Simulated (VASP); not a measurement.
# NaCl (Fmmm) in VASP: notebook

Runs on NaCl. Level: PBEsol. Tasks: single point.

Program: VASP 6.6.1. These are calculated values, not measurements. Logs are shortened: lines on timing, memory, paths and dates and some standing lists are left out, and cuts for length are marked.

## 1. The cell of the first run

It takes space group Fmmm (No. 69, orthorhombic). Conventional cell: a = 5.310 Å, b = 5.663 Å, c = 6.017 Å, α = 90.00°, β = 90.00°, γ = 90.00°. Within 3.5 Å of Na (site symmetry mmm) lie 6 Cl at 2.65 to 3.01 Å. Cl (site symmetry mmm) has 6 Na at 2.65 to 3.01 Å within 3.5 Å.

## 2. Single point, PBEsol (strain +0.0625 x Voigt [1, -1, 0, 0, 0, 0])

INCAR reads:

```
SYSTEM = NaCl
PREC = Accurate
ENCUT = 520
EDIFF = 1E-6
ISMEAR = 0
SIGMA = 0.05
LREAL = .False.
LASPH = .True.
NELM = 80
ALGO = Normal
ISIF = 2
LWAVE = .False.
LCHARG = .False.
GGA = PS
NBANDS = 14
```

KPOINTS reads:

```
Automatic mesh
0
Gamma
  8 8 8
  0 0 0
```

POSCAR reads:

```
NaCl
1.0
    0.0000000000      2.6547656250      2.8317500000
    3.0087343750      0.0000000000      2.8317500000
    3.0087343750      2.6547656250      0.0000000000
Na Cl
1 1
Direct
    0.0000000000      0.0000000000      0.0000000000
    0.5000000000      0.5000000000      0.5000000000
```

Potentials or basis: VASP PAW PBE potentials, release 64 (Na_pv, Cl).

Run with:

```bash
cat potpaw_PBE.64/Na_pv/POTCAR potpaw_PBE.64/Cl/POTCAR > POTCAR
mpirun -np 1 vasp_std > vasp.out
```

OUTCAR:

```text
SYSTEM = NaCl
   PREC = Accurate
   ENCUT = 520
   EDIFF = 1E-6
   ISMEAR = 0
   LREAL = .False.
   LASPH = .True.
   NELM = 80
   ISIF = 2
   GGA = PS

 ion  position               nearest neighbor table
   1  0.000  0.000  0.000-   2 2.65   2 2.65
   2  0.500  0.500  0.500-   1 2.65   1 2.65

  LATTYP: Found a face centered orthorhombic cell.
 ALAT       =     5.3095312500
 B/A-ratio  =     1.0666666667
 C/A-ratio  =     1.1333333333

  Lattice vectors:

 A1 = (  -3.0087343750,   0.0000000000,  -2.8317500000)
 A2 = (  -3.0087343750,   2.6547656250,   0.0000000000)
 A3 = (   0.0000000000,   2.6547656250,  -2.8317500000)

Analysis of symmetry for initial positions (statically):
=====================================================================
 Subroutine PRICEL returns:
 Original cell was already a primitive cell.

 Routine SETGRP: Setting up the symmetry group for a
 face centered orthorhombic supercell.

 Subroutine GETGRP returns: Found  8 space group operations
 (whereof  8 operations were pure point group operations)
 out of a pool of  8 trial point group operations.

The static configuration has the point symmetry D_2h.

Analysis of symmetry for dynamics (positions and initial velocities):
=====================================================================
 Subroutine PRICEL returns:
 Original cell was already a primitive cell.

 Routine SETGRP: Setting up the symmetry group for a
 face centered orthorhombic supercell.

 Subroutine GETGRP returns: Found  8 space group operations
 (whereof  8 operations were pure point group operations)
 out of a pool of  8 trial point group operations.

The dynamic configuration has the point symmetry D_2h.

 Subroutine INISYM returns: Found  8 space group operations
 (whereof  8 operations are pure point group operations),
 and found     1 'primitive' translations

----------------------------------------------------------------------------------------

                                     Primitive cell

  volume of cell :      45.2371

  direct lattice vectors                    reciprocal lattice vectors
     0.000000000  2.654765625  2.831750000    -0.166182832  0.188340543  0.176569259
     3.008734375  0.000000000  2.831750000     0.166182832 -0.188340543  0.176569259
     3.008734375  2.654765625  0.000000000     0.166182832  0.188340543 -0.176569259

  length of vectors
     3.881570376  4.131741836  4.012513310     0.307027030  0.307027030  0.307027030

  position of ions in fractional coordinates (direct lattice)
     0.000000000  0.000000000  0.000000000
     0.500000000  0.500000000  0.500000000

  ion indices of the primitive-cell ions
   primitive index   ion index
                 1           1
                 2           2

----------------------------------------------------------------------------------------

 KPOINTS: Automatic mesh

Automatic generation of k-mesh.
 Grid dimensions read from file:
 generate k-points for:    8    8    8

 Generating k-lattice:

  Cartesian coordinates                     Fractional coordinates (reciprocal lattice)
    -0.020772854  0.023542568  0.022071157     0.125000000  0.000000000  0.000000000
     0.020772854 -0.023542568  0.022071157     0.000000000  0.125000000  0.000000000
     0.020772854  0.023542568 -0.022071157     0.000000000  0.000000000  0.125000000

  Length of vectors
     0.038378379  0.038378379  0.038378379

  Shift w.r.t. Gamma in fractional coordinates (k-lattice)
     0.000000000  0.000000000  0.000000000

 Subroutine IBZKPT returns following result:
 ===========================================

 Found     95 irreducible k-points:

 Following reciprocal coordinates:
            Coordinates               Weight
  0.000000  0.000000  0.000000      1.000000
  0.125000  0.000000 -0.000000      8.000000
  0.250000  0.000000 -0.000000      8.000000
  0.375000  0.000000  0.000000      8.000000
  0.500000  0.000000 -0.000000      4.000000
  0.125000  0.125000  0.000000      2.000000
[... 16 lines left out ...]
  0.250000  0.000000  0.125000      8.000000
  0.375000  0.000000  0.125000      8.000000
 [... further k-points ...]
   k-points           NKPTS =     95   k-points in BZ     NKDIM =     95   number of bands    NBANDS=     14
   number of dos      NEDOS =    301   number of ions     NIONS =      2
   total plane-waves  NPLWV =  28800
   dimension x,y,z NGX =    30 NGY =   32 NGZ =   30
   dimension x,y,z NGXF=    60 NGYF=   64 NGZF=   60
   ions per type =               1   1
   NGX,Y,Z   is equivalent  to a cutoff of  12.85, 12.88, 12.43 a.u.
   NGXF,Y,Z  is equivalent  to a cutoff of  25.70, 25.75, 24.86 a.u.
 SYSTEM =  NaCl
   PREC   = accura    normal or accurate (medium, high low for compatibility)
   ISTART =      0    job   : 0-new  1-cont  2-samecut
   ICHARG =      2    charge: 1-file 2-atom 10-const
   ISPIN  =      1    spin polarized calculation?
   LNONCOLLINEAR =      F non collinear calculations
   LSORBIT =      F    spin-orbit coupling
   LASPH  =      T    aspherical Exc in radial PAW
   ENCUT  =  520.0 eV  38.22 Ry    6.18 a.u.   7.22  7.68  7.46*2*pi/ulx,y,z
   NELM   =     80;   NELMIN=  2; NELMDL= -5     # of ELM steps
   EDIFF  = 0.1E-05   stopping-criterion for ELM
   LREAL  =      F    real-space projection
   EDIFFG = 0.1E-04   stopping-criterion for IOM
   NSW    =      0    number of steps for IOM
   IBRION =     -1    ionic relax: 0-MD 1-quasi-New 2-CG
   NFREE  =      0    steps in history (QN), initial steepest desc. (CG)
   ISIF   =      2    stress and relaxation
   ISYM   =      2    0-nonsym 1-usesym 2-fastsym
   POTIM  = 0.5000    time-step for ionic-motion
   TEBEG  =    0.0;   TEEND  =   0.0 temperature during run
   PSTRESS=    0.0 pullay stress
   NELECT =      14.0000    total number of electrons
   NUPDOWN=      -1.0000    fix difference up-down
   EMIN   =  10.00;   EMAX   =-10.00  energy-range for DOS
   EFERMI =   0.00;   METHOD = LEGACY
   ISMEAR =     0;   SIGMA  =   0.05  broadening in eV -4-tet -1-fermi 0-gaus
   EFERMI_NEDOS =   21; number of points for ismear=-14 and -15
   IALGO  =     38    algorithm
   IMIX   =      4    mixing-type and parameters
     AMIX     =   0.40;   BMIX     =  1.00
     AMIX_MAG =   1.60;   BMIX_MAG =  1.00
  volume/ion in A,a.u.               =      22.62       152.64
  Fermi-wavevector in a.u.,A,eV,Ry     =   1.107352  2.092593 16.683864  1.226229
  Thomas-Fermi vector in A             =   2.243866
   LORBIT       =      0    0 simple, 1 ext, 2 COOP (PROOUT), +10 PAW based schemes
   GGA     = PS    functional components
   LHFCALC =     F    Hartree Fock is set to
   AEXX    =    0.0000 exact exchange contribution
   IVDW    =     0    specifies the selected vdW correction
   LEPSILON=     F    determine dielectric tensor
   LRPA    =     F    only Hartree local field effects (RPA)
 non-spin polarized calculation
 Gauss-broadening in eV      SIGMA  =   0.05
  energy-cutoff  :      520.00
  volume of cell :       45.24
 maximum number of plane-waves:      1241
 NGX is ok and might be reduce to    30
   NGX = 15   NGY = 15   NGZ = 15

 number of electron      14.0000005 magnetization

 Free energy of the ion-electron system (eV)
  ---------------------------------------------------
  ext. energy  EPLUGINS =         0.00000000
  ---------------------------------------------------
  free energy    TOTEN  =        -6.95272681 eV

  energy without entropy =       -6.95272681  energy(sigma->0) =       -6.95272681

 E-fermi :  -0.5275     XC(G=0):  -8.2791

 val. band max:       -0.8124056182   @ k =   0.0000   0.0000   0.0000
 cond. band min:       4.0699129109   @ k =   0.0000   0.0000   0.0000
 fundamental gap:      4.8823185292
 Fermi energy:        -0.5274744975

 k-point     1 :       0.0000    0.0000    0.0000
  band No.  band energies     occupation
      1     -21.4887      2.00000
      2     -21.4784      2.00000
      3     -21.4753      2.00000
      4     -13.4769      2.00000
      5      -0.9037      2.00000
      6      -0.8217      2.00000
      7      -0.8124      2.00000
      8       4.0699      0.00000
      9       9.7432      0.00000
     10      10.2132      0.00000
     11      10.6868      0.00000
     12      11.6806      0.00000
     13      13.0013      0.00000
     14      13.8181      0.00000

 k-point     2 :       0.1250    0.0000   -0.0000
  band No.  band energies     occupation
      1     -21.4902      2.00000
      2     -21.4811      2.00000
      3     -21.4765      2.00000
      4     -13.4283      2.00000
      5      -1.2318      2.00000
      6      -0.8945      2.00000
      7      -0.8712      2.00000
      8       4.5675      0.00000
      9       9.5629      0.00000
     10      10.1123      0.00000
     11      10.7089      0.00000
     12      11.5402      0.00000
     13      12.6292      0.00000
     14      14.6999      0.00000

 k-point     3 :       0.2500    0.0000   -0.0000
  band No.  band energies     occupation
      1     -21.4972      2.00000
      2     -21.4866      2.00000
      3     -21.4770      2.00000
      4     -13.3078      2.00000
      5      -1.9648      2.00000
      6      -1.0061      2.00000
      7      -0.9591      2.00000
      8       5.5390      0.00000
      9       9.0031      0.00000
     10       9.9857      0.00000
     11      10.9587      0.00000
     12      12.0959      0.00000
     13      12.5131      0.00000
     14      14.7094      0.00000
[... 324 lines left out ...]
 k-point    23 :       0.2500    0.0000    0.1250
  band No.  band energies     occupation
      1     -21.4945      2.00000
      2     -21.4882      2.00000
      3     -21.4802      2.00000
      4     -13.2964      2.00000
      5      -1.8680      2.00000
      6      -1.0840      2.00000
      7      -1.0303      2.00000
      8       5.6190      0.00000
      9       8.7290      0.00000
     10      10.4128      0.00000
     11      10.7040      0.00000
     12      11.6056      0.00000
     13      12.5610      0.00000
     14      15.7545      0.00000

 k-point    24 :       0.3750    0.0000    0.1250
  band No.  band energies     occupation
      1     -21.5044      2.00000
      2     -21.4904      2.00000
      3     -21.4798      2.00000
      4     -13.1786      2.00000
      5      -2.4265      2.00000
      6      -1.1905      2.00000
      7      -1.1467      2.00000
      8       6.3733      0.00000
      9       8.6231      0.00000
     10      10.1208      0.00000
     11      10.3027      0.00000
     12      12.5055      0.00000
     13      13.9947      0.00000
     14      15.5176      0.00000

 [... further k-points ...]

------------------------ aborting loop because EDIFF is reached ----------------------------------------

  FORCE on cell =-STRESS in cart. coord.  units (eV):
  Direction    XX          YY          ZZ          XY          YZ          ZX
  --------------------------------------------------------------------------------------
  -------------------------------------------------------------------------------------
  Total       -0.6076302      0.8208517     -0.1628573      0.0000000      0.0000000      0.0000000
  in kB      -21.5206319     29.0723632     -5.7679677      0.0000000      0.0000000      0.0000000
  external PRESSURE =       0.5945879 kB  Pullay stress =       0.0000000 kB

 VOLUME and BASIS-vectors are now :
 -----------------------------------------------------------------------------
  energy-cutoff  :      520.00
  volume of cell :       45.24
      direct lattice vectors                 reciprocal lattice vectors
     0.000000000  2.654765625  2.831750000    -0.166182832  0.188340543  0.176569259
     3.008734375  0.000000000  2.831750000     0.166182832 -0.188340543  0.176569259
     3.008734375  2.654765625  0.000000000     0.166182832  0.188340543 -0.176569259

 POSITION                                       TOTAL-FORCE (eV/Angst)
 -----------------------------------------------------------------------------------
      0.00000      0.00000      0.00000         0.000000     -0.000000      0.000000
      3.00873      2.65477      2.83175        -0.000000      0.000000     -0.000000
 -----------------------------------------------------------------------------------
    total drift:                               -0.000000      0.000000      0.000000

  FREE ENERGIE OF THE ION-ELECTRON SYSTEM (eV)
  ---------------------------------------------------
  free  energy   TOTEN  =        -6.9527268075 eV

  energy  without entropy=       -6.9527268075  energy(sigma->0) =       -6.95272681
```

Run time: 42 s. Hardware: 1 thread of Intel Xeon Platinum 8259CL at 2.50GHz (Skylake/Cascade Lake), shared host; peak memory 0.19 GiB.

What came out:

* Free energy: -6.9527 eV
* Pressure: 0.1 GPa
* Band gap on the k mesh: 4.88 eV, direct

Caveat: the cell differs from its parent crystal (strain +0.0625 x Voigt [1, -1, 0, 0, 0, 0]); the PAW data sets were made with another functional, which shifts forces and pressure a little. A k mesh can miss the band edges.

## 3. Single point, PBEsol (strain -0.0500 x Voigt [1, -1, 0, 0, 0, 0])

INCAR reads:

```
SYSTEM = NaCl
PREC = Accurate ; ENCUT = 520
EDIFF = 1E-7 ; ISMEAR = 0
SIGMA = 0.05 ; LREAL = .False.
LASPH = .True. ; NELM = 80
ALGO = Normal ; ISIF = 2
LWAVE = .False. ; LCHARG = .False.
GGA = PS ; NBANDS = 14
```

KPOINTS reads:

```
regular mesh
0
Gamma
  8 8 8
  0 0 0
```

POSCAR reads:

```
NaCl
1.0
    0.0000000000      2.9733375000      2.8317500000
    2.6901625000      0.0000000000      2.8317500000
    2.6901625000      2.9733375000      0.0000000000
Na Cl
1 1
Direct
    0.0000000000      0.0000000000      0.0000000000
    0.5000000000      0.5000000000      0.5000000000
```

Potentials or basis: VASP PAW PBE potentials, release 64 (Na_pv, Cl).

Run with:

```bash
cat potpaw_PBE.64/Na_pv/POTCAR potpaw_PBE.64/Cl/POTCAR > POTCAR
mpirun -np 1 vasp_std > vasp.out
```

Run time: 38 s. Hardware: 1 thread of Intel Xeon Platinum 8259CL at 2.50GHz (Skylake/Cascade Lake), shared host; peak memory 0.19 GiB.

It converged, with:

* Free energy: -6.9687 eV
* Pressure: -0.2 GPa
* Band gap on the k mesh: 4.88 eV, direct

Stress tensor (GPa, compression positive):
```
 1.91  0.00  0.00
 0.00 -2.00  0.00
 0.00  0.00 -0.65
```

Levels at points of the mesh, in eV from the valence-band top:
```tsv
k point	band 4	band 5	band 6	band 7	band 8	band 9	band 10	band 11
(0.00, 0.00, 0.00)	-12.66	-0.08	-0.01	0.00	4.88	10.63	11.00	11.38
(0.50, 0.00, 0.00)	-12.31	-1.98	-0.35	-0.24	7.03	10.38	10.43	11.31
(0.50, 0.50, 0.00)	-12.27	-1.71	-0.78	-0.47	7.41	7.93	11.02	13.90
(0.50, 0.00, 0.50)	-12.32	-1.72	-0.60	-0.45	7.44	8.08	10.57	14.54
(0.00, 0.50, 0.50)	-12.23	-1.66	-0.81	-0.65	7.43	7.70	11.51	13.87
```

Caveat: the cell differs from its parent crystal (strain -0.0500 x Voigt [1, -1, 0, 0, 0, 0]); the PAW data sets were made with another functional, which shifts forces and pressure a little. A k mesh can miss the band edges.

## 4. Single point, PBEsol (strain +0.0250 x Voigt [1, -1, 0, 0, 0, 0])

INCAR reads:

```
PREC = Accurate
ENCUT = 520
EDIFF = 1E-6
ISMEAR = 0
SIGMA = 0.05
LREAL = F
LASPH = T
NELM = 60
ALGO = Normal
ISIF = 2
LWAVE = F
LCHARG = T
GGA = PS
LELF = T
LVHAR = T
NBANDS = 14
```

KPOINTS reads:

```
regular mesh
0
Gamma
  8 8 8
```

POSCAR reads:

```
NaCl
1.0
    0.0000000000      2.7609562500      2.8317500000
    2.9025437500      0.0000000000      2.8317500000
    2.9025437500      2.7609562500      0.0000000000
Na Cl
1 1
Direct
    0.0000000000      0.0000000000      0.0000000000
    0.5000000000      0.5000000000      0.5000000000
```

Run with:

```bash
cat potpaw_PBE.64/Na_pv/POTCAR potpaw_PBE.64/Cl/POTCAR > POTCAR
mpirun -np 1 vasp_std > vasp.out
```

Run time: 47 s. Hardware: 1 thread of Intel Xeon Platinum 8259CL at 2.50GHz (Skylake/Cascade Lake), shared host; peak memory 0.19 GiB.

Results (log left out):

```yaml
Free_energy: -6.9888 eV
Pressure: -0.6 GPa
Band_gap_on_the_k_mesh: 4.87 eV, direct
```

Stress tensor (GPa, compression positive):
```
-1.52  0.00  0.00
 0.00  0.33  0.00
 0.00  0.00 -0.74
```

Levels at points of the mesh, in eV from the valence-band top:
```csv
k point,band 5,band 6,band 7,band 8,band 9,band 10
"(0.00, 0.00, 0.00)",-0.04,-0.01,0.00,4.87,10.79,10.98
"(0.50, 0.00, 0.00)",-1.95,-0.31,-0.26,7.04,10.38,10.61
"(0.50, 0.50, 0.00)",-1.69,-0.69,-0.54,7.39,7.90,11.03
"(0.50, 0.00, 0.50)",-1.67,-0.71,-0.63,7.40,7.79,11.27
"(0.00, 0.50, 0.50)",-1.70,-0.60,-0.53,7.40,7.98,10.80
```

Caveat: the cell differs from its parent crystal (strain +0.0250 x Voigt [1, -1, 0, 0, 0, 0]); the PAW data sets were made with another functional, which shifts forces and pressure a little. A k mesh can miss the band edges.

## 5. Single point, PBEsol (strain +0.0375 x Voigt [1, -1, 0, 0, 0, 0])

INCAR reads:

```
SYSTEM = NaCl
PREC = Accurate
ENCUT = 520
EDIFF = 1E-7
ISMEAR = 0
SIGMA = 0.05
LREAL = .False.
LASPH = .True.
NELM = 100
ALGO = Normal
ISIF = 2
LWAVE = .False.
LCHARG = .True.
GGA = PS
LELF = .True.
LVHAR = .True.
NBANDS = 14
```

KPOINTS reads:

```
Automatic mesh
0
Gamma
  8 8 8
  0 0 0
```

POSCAR reads:

```
NaCl
1.0
    0.0000000000      2.7255593750      2.8317500000
    2.9379406250      0.0000000000      2.8317500000
    2.9379406250      2.7255593750      0.0000000000
Na Cl
1 1
Direct
    0.0000000000      0.0000000000      0.0000000000
    0.5000000000      0.5000000000      0.5000000000
```

Run with:

```bash
cat potpaw_PBE.64/Na_pv/POTCAR potpaw_PBE.64/Cl/POTCAR > POTCAR
mpirun -np 1 vasp_std > vasp.out
```

It took 48 s on 1 thread of Intel Xeon Platinum 8259CL at 2.50GHz (Skylake/Cascade Lake), shared host; peak memory 0.19 GiB.

It converged, with:

| Item | Value |
| --- | --- |
| Free energy | -6.9805 eV |
| Pressure | -0.5 GPa |
| Band gap on the k mesh | 4.87 eV, direct |

Stress tensor (GPa, compression positive):
```
-1.79  0.00  0.00
 0.00  1.06  0.00
 0.00  0.00 -0.70
```

Levels at points of the mesh, in eV from the valence-band top:
| k point | band 4 | band 5 | band 6 | band 7 | band 8 | band 9 | band 10 | band 11 |
| --- | --- | --- | --- | --- | --- | --- | --- | --- |
| (0.00, 0.00, 0.00) | -12.65 | -0.06 | -0.02 | 0.00 | 4.87 | 10.70 | 10.99 | 11.27 |
| (0.50, 0.00, 0.00) | -12.31 | -1.96 | -0.33 | -0.25 | 7.03 | 10.38 | 10.52 | 11.18 |
| (0.50, 0.50, 0.00) | -12.26 | -1.70 | -0.74 | -0.50 | 7.40 | 7.91 | 11.02 | 14.03 |
| (0.50, 0.00, 0.50) | -12.23 | -1.67 | -0.76 | -0.64 | 7.41 | 7.75 | 11.39 | 14.01 |
| (0.00, 0.50, 0.50) | -12.30 | -1.71 | -0.60 | -0.49 | 7.42 | 8.03 | 10.68 | 14.52 |

Caveat: the cell differs from its parent crystal (strain +0.0375 x Voigt [1, -1, 0, 0, 0, 0]); the PAW data sets were made with another functional, which shifts forces and pressure a little.

## 6. The runs side by side

| cell | gap on the mesh (eV) | pressure (GPa) |
| --- | --- | --- |
| a = 3.882, b = 4.132, c = 4.013 Å, angles 56.9, 63.1, 60.0°, 2 atoms | 4.88 | 0.1 |
| a = 4.106, b = 3.906, c = 4.010 Å, angles 62.5, 57.5, 60.0°, 2 atoms | 4.88 | -0.2 |
| a = 3.955, b = 4.055, c = 4.006 Å, angles 58.8, 61.2, 60.0°, 2 atoms | 4.87 | -0.6 |
| a = 3.930, b = 4.080, c = 4.008 Å, angles 58.1, 61.9, 60.0°, 2 atoms | 4.87 | -0.5 |

Alike in all rows: task single point; level PBEsol; potentials or basis VASP PAW PBE potentials, release 64 (Na_pv, Cl); no spin polarisation; k mesh 8 × 8 × 8; cutoff (eV) 520; smearing gaussian 0.05 eV.

Caveats: the PAW data sets were made with another functional, which shifts forces and pressure a little.

Absolute energies hang on the potentials; compare differences alone.
